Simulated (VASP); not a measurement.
A run of VASP 6.6.1:

File INCAR:

```
SYSTEM = SrPt5
  PREC = Accurate
  ENCUT = 600
  EDIFF = 1E-6
  ISMEAR = 0
  SIGMA = 0.1
  LREAL = .False.
  LASPH = .True.
  NELM = 80
  ALGO = Fast
  ISIF = 4
  LWAVE = .False.
  LCHARG = .False.
  GGA = PS
  IBRION = 2
  NSW = 50
  EDIFFG = -0.01
  LUSENCCL = .False.
```

KPOINTS

```
regular mesh
0
Gamma
  12 12 8
  0 0 0
```

Contents of POSCAR:

```
SrPt5
1.0
    5.2134731161      0.0000000000      0.0000000000
   -2.6067365580      4.5150001605      0.0000000000
    0.0000000000      0.0000000000      4.2486465552
Sr Pt
1 5
Direct
    0.0000000000      0.0000000000      0.0000000000
    0.5000000000      0.0000000000      0.5000000000
    0.5000000000      0.5000000000      0.5000000000
    0.0000000000      0.5000000000      0.5000000000
    0.3333333333      0.6666666667      0.0000000000
    0.6666666667      0.3333333333      0.0000000000
```

Potentials or basis: VASP PAW PBE potentials, release 64 (Sr_sv, Pt).

Run with:

```bash
$ cat potpaw_PBE.64/Sr_sv/POTCAR potpaw_PBE.64/Pt/POTCAR > POTCAR
$ mpirun -np 1 vasp_std > vasp.out
```

Hardware: 1 × NVIDIA H100 80GB with 1 thread of AMD EPYC 7R13 Processor (Zen 3), on a shared host.

Problem. Estimate the wall time of this run.

Solution. Wall time 14 min on 1 × NVIDIA H100 80GB with 1 thread of AMD EPYC 7R13 Processor (Zen 3), on a shared host, peak memory 1.6 GiB. Counts: scf iterations 32, k points 95, ion steps 3.
